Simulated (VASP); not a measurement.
# C (Fd-3m) in VASP: notebook

C is run at these levels: LDA; tasks: single point.

Everything below comes from runs of VASP 6.6.1. Logs are shortened: lines on timing, memory, paths and dates and some standing lists are left out, and cuts for length are marked.

## 1. The cell of the first run

It takes space group Fd-3m (No. 227, cubic). Conventional cell: a = 3.531 Å, b = 3.531 Å, c = 3.531 Å, α = 90.00°, β = 90.00°, γ = 90.00°. Within 2.0 Å of C (site symmetry -43m) lie 4 C at 1.53 Å.

## 2. Single point, LDA

The input, INCAR:

```
ALGO = Normal ; EDIFF = 1E-6
ENCUT = 1300 ; GGA = CA
GGA_COMPAT = F ; ISIF = 2
ISMEAR = 0 ; LASPH = T
LCHARG = F ; LREAL = F
LWAVE = F ; NBANDS = 11
NELM = 120 ; PREC = Accurate
SIGMA = 0.02
```

The input, KPOINTS:

```
k-points
0
Gamma
  12 12 12
```

The input, POSCAR:

```
C
1.0
    0.0000000000      1.7657234629      1.7657234629
    1.7657234629      0.0000000000      1.7657234629
    1.7657234629      1.7657234629      0.0000000000
C
2
Direct
    0.0000000000      0.0000000000      0.0000000000
    0.2500000000      0.2500000000      0.2500000000
```

Potentials or basis: VASP PAW LDA potentials, release 64 (C_h).

The run is started by

```bash
> cat potpaw_LDA.64/C_h/POTCAR > POTCAR
> mpirun -np 1 vasp_std > vasp.out
```

OUTCAR:

```text
EDIFF = 1E-6
   ENCUT = 1300
   GGA = CA
   ISIF = 2
   ISMEAR = 0
   LASPH = T
   LREAL = F
   NELM = 120
   PREC = Accurate

 ion  position               nearest neighbor table
   1  0.000  0.000  0.000-
   2  0.250  0.250  0.250-

  LATTYP: Found a face centered cubic cell.
 ALAT       =     3.5314469258

  Lattice vectors:

 A1 = (   0.0000000000,   1.7657234629,   1.7657234629)
 A2 = (   1.7657234629,   0.0000000000,   1.7657234629)
 A3 = (   1.7657234629,   1.7657234629,   0.0000000000)

Analysis of symmetry for initial positions (statically):
=====================================================================
 Subroutine PRICEL returns:
 Original cell was already a primitive cell.

 Routine SETGRP: Setting up the symmetry group for a
 face centered cubic supercell.

 Subroutine GETGRP returns: Found 48 space group operations
 (whereof 24 operations were pure point group operations)
 out of a pool of 48 trial point group operations.

The static configuration has the point symmetry T_d .
 The point group associated with its full space group is O_h .

Analysis of symmetry for dynamics (positions and initial velocities):
=====================================================================
 Subroutine PRICEL returns:
 Original cell was already a primitive cell.

 Routine SETGRP: Setting up the symmetry group for a
 face centered cubic supercell.

 Subroutine GETGRP returns: Found 48 space group operations
 (whereof 24 operations were pure point group operations)
 out of a pool of 48 trial point group operations.

The dynamic configuration has the point symmetry T_d .
 The point group associated with its full space group is O_h .

 Subroutine INISYM returns: Found 48 space group operations
 (whereof 24 operations are pure point group operations),
 and found     1 'primitive' translations

----------------------------------------------------------------------------------------

                                     Primitive cell

  volume of cell :      11.0103

  direct lattice vectors                    reciprocal lattice vectors
     0.000000000  1.765723463  1.765723463    -0.283170049  0.283170049  0.283170049
     1.765723463  0.000000000  1.765723463     0.283170049 -0.283170049  0.283170049
     1.765723463  1.765723463  0.000000000     0.283170049  0.283170049 -0.283170049

  length of vectors
     2.497110069  2.497110069  2.497110069     0.490464913  0.490464913  0.490464913

  position of ions in fractional coordinates (direct lattice)
     0.000000000  0.000000000  0.000000000
     0.250000000  0.250000000  0.250000000

  ion indices of the primitive-cell ions
   primitive index   ion index
                 1           1
                 2           2

----------------------------------------------------------------------------------------

 KPOINTS: k-points

Automatic generation of k-mesh.
 Grid dimensions read from file:
 generate k-points for:   12   12   12

 Generating k-lattice:

  Cartesian coordinates                     Fractional coordinates (reciprocal lattice)
    -0.023597504  0.023597504  0.023597504     0.083333333  0.000000000  0.000000000
     0.023597504 -0.023597504  0.023597504     0.000000000  0.083333333  0.000000000
     0.023597504  0.023597504 -0.023597504     0.000000000  0.000000000  0.083333333

  Length of vectors
     0.040872076  0.040872076  0.040872076

  Shift w.r.t. Gamma in fractional coordinates (k-lattice)
     0.000000000  0.000000000  0.000000000

 Subroutine IBZKPT returns following result:
 ===========================================

 Found     72 irreducible k-points:

 Following reciprocal coordinates:
            Coordinates               Weight
  0.000000  0.000000  0.000000      1.000000
  0.083333  0.000000  0.000000      8.000000
  0.166667  0.000000  0.000000      8.000000
  0.250000  0.000000  0.000000      8.000000
  0.333333  0.000000  0.000000      8.000000
  0.416667  0.000000  0.000000      8.000000
[... 16 lines left out ...]
  0.500000  0.166667  0.000000     24.000000
 -0.416667  0.166667  0.000000     24.000000
 [... further k-points ...]
   k-points           NKPTS =     72   k-points in BZ     NKDIM =     72   number of bands    NBANDS=     11
   number of dos      NEDOS =    301   number of ions     NIONS =      2
   total plane-waves  NPLWV =  27000
   dimension x,y,z NGX =    30 NGY =   30 NGZ =   30
   dimension x,y,z NGXF=    60 NGYF=   60 NGZF=   60
   ions per type =               2
   NGX,Y,Z   is equivalent  to a cutoff of  19.97, 19.97, 19.97 a.u.
   NGXF,Y,Z  is equivalent  to a cutoff of  39.95, 39.95, 39.95 a.u.
 SYSTEM =  unknown system
   PREC   = accura    normal or accurate (medium, high low for compatibility)
   ISTART =      0    job   : 0-new  1-cont  2-samecut
   ICHARG =      2    charge: 1-file 2-atom 10-const
   ISPIN  =      1    spin polarized calculation?
   LNONCOLLINEAR =      F non collinear calculations
   LSORBIT =      F    spin-orbit coupling
   LASPH  =      T    aspherical Exc in radial PAW
   ENCUT  = 1300.0 eV  95.55 Ry    9.77 a.u.   7.34  7.34  7.34*2*pi/ulx,y,z
   NELM   =    120;   NELMIN=  2; NELMDL= -5     # of ELM steps
   EDIFF  = 0.1E-05   stopping-criterion for ELM
   LREAL  =      F    real-space projection
   EDIFFG = 0.1E-04   stopping-criterion for IOM
   NSW    =      0    number of steps for IOM
   IBRION =     -1    ionic relax: 0-MD 1-quasi-New 2-CG
   NFREE  =      0    steps in history (QN), initial steepest desc. (CG)
   ISIF   =      2    stress and relaxation
   ISYM   =      2    0-nonsym 1-usesym 2-fastsym
   POTIM  = 0.5000    time-step for ionic-motion
   TEBEG  =    0.0;   TEEND  =   0.0 temperature during run
   PSTRESS=    0.0 pullay stress
   NELECT =       8.0000    total number of electrons
   NUPDOWN=      -1.0000    fix difference up-down
   EMIN   =  10.00;   EMAX   =-10.00  energy-range for DOS
   EFERMI =   0.00;   METHOD = LEGACY
   ISMEAR =     0;   SIGMA  =   0.02  broadening in eV -4-tet -1-fermi 0-gaus
   EFERMI_NEDOS =   21; number of points for ismear=-14 and -15
   IALGO  =     38    algorithm
   IMIX   =      4    mixing-type and parameters
     AMIX     =   0.40;   BMIX     =  1.00
     AMIX_MAG =   1.60;   BMIX_MAG =  1.00
  volume/ion in A,a.u.               =       5.51        37.15
  Fermi-wavevector in a.u.,A,eV,Ry     =   1.471766  2.781235 29.471519  2.166096
  Thomas-Fermi vector in A             =   2.586862
   LORBIT       =      0    0 simple, 1 ext, 2 COOP (PROOUT), +10 PAW based schemes
   GGA     = CA    functional components
   LHFCALC =     F    Hartree Fock is set to
   AEXX    =    0.0000 exact exchange contribution
   IVDW    =     0    specifies the selected vdW correction
   LEPSILON=     F    determine dielectric tensor
   LRPA    =     F    only Hartree local field effects (RPA)
 non-spin polarized calculation
 Gauss-broadening in eV      SIGMA  =   0.02
  energy-cutoff  :     1300.00
  volume of cell :       11.01
 maximum number of plane-waves:      1211
 NGX is ok and might be reduce to    30
   NGX = 15   NGY = 15   NGZ = 15

 number of electron       8.0000000 magnetization

 Free energy of the ion-electron system (eV)
  ---------------------------------------------------
  ext. energy  EPLUGINS =         0.00000000
  ---------------------------------------------------
  free energy    TOTEN  =       -20.26744846 eV

  energy without entropy =      -20.26744846  energy(sigma->0) =      -20.26744846

 E-fermi :  11.5950     XC(G=0): -13.7985

 val. band max:       11.3416237249   @ k =   0.0000   0.0000   0.0000
 cond. band min:      15.5412712374   @ k =   0.3333   0.3333   0.0000
 fundamental gap:      4.1996475124
 Fermi energy:        11.5949937608

 k-point     1 :       0.0000    0.0000    0.0000
  band No.  band energies     occupation
      1     -10.3797      2.00000
      2      11.3416      2.00000
      3      11.3416      2.00000
      4      11.3416      2.00000
      5      16.9689      0.00000
      6      16.9689      0.00000
      7      16.9689      0.00000
      8      25.5779      0.00000
      9      30.7432      0.00000
     10      38.2970      0.00000
     11      38.2970      0.00000

 k-point     2 :       0.0833    0.0000    0.0000
  band No.  band energies     occupation
      1     -10.1838      2.00000
      2      10.0997      2.00000
      3      11.0089      2.00000
      4      11.0089      2.00000
      5      17.4036      0.00000
      6      17.4036      0.00000
      7      17.7225      0.00000
      8      25.6862      0.00000
      9      31.0548      0.00000
     10      35.9767      0.00000
     11      35.9767      0.00000

 k-point     3 :       0.1667    0.0000    0.0000
  band No.  band energies     occupation
      1      -9.5981      2.00000
      2       7.5384      2.00000
      3      10.2894      2.00000
      4      10.2894      2.00000
      5      18.3430      0.00000
      6      18.3430      0.00000
      7      18.9165      0.00000
      8      25.9918      0.00000
      9      31.7062      0.00000
     10      34.3333      0.00000
     11      34.3333      0.00000

 k-point     4 :       0.2500    0.0000    0.0000
  band No.  band energies     occupation
      1      -8.6301      2.00000
      2       4.6640      2.00000
      3       9.5499      2.00000
      4       9.5499      2.00000
      5      19.2090      0.00000
      6      19.2090      0.00000
      7      19.8115      0.00000
      8      26.4107      0.00000
      9      32.1473      0.00000
     10      33.9072      0.00000
     11      33.9072      0.00000
[... 239 lines left out ...]
 k-point    22 :       0.4167    0.1667    0.0000
  band No.  band energies     occupation
      1      -6.1141      2.00000
      2       1.4381      2.00000
      3       7.0275      2.00000
      4       7.1755      2.00000
      5      18.0809      0.00000
      6      22.4659      0.00000
      7      22.8208      0.00000
      8      24.1629      0.00000
      9      32.4631      0.00000
     10      34.1428      0.00000
     11      39.0259      0.00000

 k-point    23 :       0.5000    0.1667    0.0000
  band No.  band energies     occupation
      1      -4.4582      2.00000
      2      -0.8847      2.00000
      3       6.2883      2.00000
      4       7.2680      2.00000
      5      18.4940      0.00000
      6      22.1810      0.00000
      7      23.0065      0.00000
      8      25.7560      0.00000
      9      31.5329      0.00000
     10      35.4478      0.00000
     11      38.1824      0.00000

 k-point    24 :      -0.4167    0.1667    0.0000
  band No.  band energies     occupation
      1      -3.9837      2.00000
      2      -1.4471      2.00000
      3       5.7842      2.00000
      4       7.6591      2.00000
      5      18.9404      0.00000
      6      21.6815      0.00000
      7      22.9898      0.00000
      8      26.9407      0.00000
      9      30.8458      0.00000
     10      35.7338      0.00000
     11      36.1577      0.00000

 [... further k-points ...]
[... 5 lines left out ...]
  --------------------------------------------------------------------------------------
  -------------------------------------------------------------------------------------
  Total        0.0710046      0.0710046      0.0710046     -0.0000000      0.0000000     -0.0000000
  in kB       10.3323527     10.3323527     10.3323527     -0.0000000      0.0000000     -0.0000000
  external PRESSURE =      10.3323527 kB  Pullay stress =       0.0000000 kB

 VOLUME and BASIS-vectors are now :
 -----------------------------------------------------------------------------
  energy-cutoff  :     1300.00
  volume of cell :       11.01
      direct lattice vectors                 reciprocal lattice vectors
     0.000000000  1.765723463  1.765723463    -0.283170049  0.283170049  0.283170049
     1.765723463  0.000000000  1.765723463     0.283170049 -0.283170049  0.283170049
     1.765723463  1.765723463  0.000000000     0.283170049  0.283170049 -0.283170049

 POSITION                                       TOTAL-FORCE (eV/Angst)
 -----------------------------------------------------------------------------------
      0.00000      0.00000      0.00000        -0.000000     -0.000000     -0.000000
      0.88286      0.88286      0.88286         0.000000      0.000000      0.000000
 -----------------------------------------------------------------------------------
    total drift:                               -0.000000     -0.000000      0.000000

  FREE ENERGIE OF THE ION-ELECTRON SYSTEM (eV)
  ---------------------------------------------------
  free  energy   TOTEN  =       -20.2674484586 eV

  energy  without entropy=      -20.2674484586  energy(sigma->0) =      -20.26744846
```

It took 27 s on 1 thread of Intel Xeon Platinum 8375C at 2.90GHz (Ice Lake), shared host; peak memory 0.15 GiB.

Results:

```
Free energy            : -20.2674 eV
Pressure               : 1.0 GPa
Band gap on the k mesh : 4.20 eV (least direct gap 5.63 eV)
```

A k mesh can miss the band edges.

## 3. Single point, LDA

The input, INCAR:

```
SYSTEM = C
PREC     = Accurate       ! precision mode
ENCUT    = 1300           ! plane-wave cutoff, eV
EDIFF    = 1E-6           ! SCF threshold, eV
ISMEAR   = 0              ! smearing method
SIGMA    = 0.1            ! smearing width, eV
LREAL    = .FALSE.        ! projectors in reciprocal space
LASPH    = .TRUE.         ! aspherical terms in the spheres
NELM     = 120            ! most SCF steps
ALGO     = Normal         ! electronic algorithm
ISIF     = 2              ! what is computed and relaxed
LWAVE    = .FALSE.        ! write WAVECAR
LCHARG   = .FALSE.        ! write CHGCAR
GGA      = CA             ! functional
NBANDS   = 11             ! bands
GGA_COMPAT= .FALSE.
```

The input, KPOINTS:

```
regular mesh
0
G
  10 10 10
  0 0 0
```

The input, POSCAR:

```
C
1.0
    0.0000000000      1.7657957123      1.7657957123
    1.7657957123      0.0000000000      1.7657957123
    1.7657957123      1.7657957123      0.0000000000
C
2
Direct
    0.0000000000      0.0000000000      0.0000000000
    0.2500000000      0.2500000000      0.2500000000
```

Potentials or basis: VASP PAW LDA potentials, release 64 (C_h).

The run is started by

```bash
> cat potpaw_LDA.64/C_h/POTCAR > POTCAR
> mpirun -np 1 vasp_std > vasp.out
```

OUTCAR:

```text
SYSTEM = C
   PREC = Accurate
   ENCUT = 1300
   EDIFF = 1E-6
   ISMEAR = 0
   LREAL = .FALSE.
   LASPH = .TRUE.
   NELM = 120
   ISIF = 2
   GGA = CA

 ion  position               nearest neighbor table
   1  0.000  0.000  0.000-
   2  0.250  0.250  0.250-

  LATTYP: Found a face centered cubic cell.
 ALAT       =     3.5315914246

  Lattice vectors:

 A1 = (   0.0000000000,   1.7657957123,   1.7657957123)
 A2 = (   1.7657957123,   0.0000000000,   1.7657957123)
[... 514 lines left out ...]
      5      16.1815      0.00000
      6      19.3898      0.00000
      7      25.6308      0.00000
      8      25.7377      0.00000
      9      33.4896      0.00000
     10      34.3279      0.00000
     11      42.4754      0.00000

 [... further k-points ...]
[... 5 lines left out ...]
  --------------------------------------------------------------------------------------
  -------------------------------------------------------------------------------------
  Total        0.0670852      0.0670852      0.0670852     -0.0000000     -0.0000000     -0.0000000
  in kB        9.7608108      9.7608108      9.7608108     -0.0000000     -0.0000000     -0.0000000
  external PRESSURE =       9.7608108 kB  Pullay stress =       0.0000000 kB

 VOLUME and BASIS-vectors are now :
 -----------------------------------------------------------------------------
  energy-cutoff  :     1300.00
  volume of cell :       11.01
      direct lattice vectors                 reciprocal lattice vectors
     0.000000000  1.765795712  1.765795712    -0.283158463  0.283158463  0.283158463
     1.765795712  0.000000000  1.765795712     0.283158463 -0.283158463  0.283158463
     1.765795712  1.765795712  0.000000000     0.283158463  0.283158463 -0.283158463

 POSITION                                       TOTAL-FORCE (eV/Angst)
 -----------------------------------------------------------------------------------
      0.00000      0.00000      0.00000         0.000000      0.000000      0.000000
      0.88290      0.88290      0.88290        -0.000000     -0.000000     -0.000000
 -----------------------------------------------------------------------------------
    total drift:                                0.000000     -0.000000      0.000000

  FREE ENERGIE OF THE ION-ELECTRON SYSTEM (eV)
  ---------------------------------------------------
  free  energy   TOTEN  =       -20.2674044838 eV

  energy  without entropy=      -20.2674044838  energy(sigma->0) =      -20.26740448
```

Wall time 12 s (1 thread of Intel Xeon Platinum 8375C at 2.90GHz (Ice Lake), shared host); peak memory 0.14 GiB.

What came out:

- Free energy: -20.2674 eV
- Pressure: 1.0 GPa
- Band gap on the k mesh: 4.21 eV (least direct gap 5.63 eV)

Levels at points of the mesh, in eV from the valence-band top:
```tsv
k point	band 1	band 2	band 3	band 4	band 5	band 6	band 7	band 8
(0.00, 0.00, 0.00)	-21.72	0.00	0.00	0.00	5.63	5.63	5.63	14.23
(0.50, 0.00, 0.00)	-15.71	-13.69	-2.87	-2.87	8.51	8.51	9.42	15.67
(0.50, 0.50, 0.00)	-12.82	-12.82	-6.47	-6.47	4.77	4.77	17.07	17.07
```

A k mesh can miss the band edges.
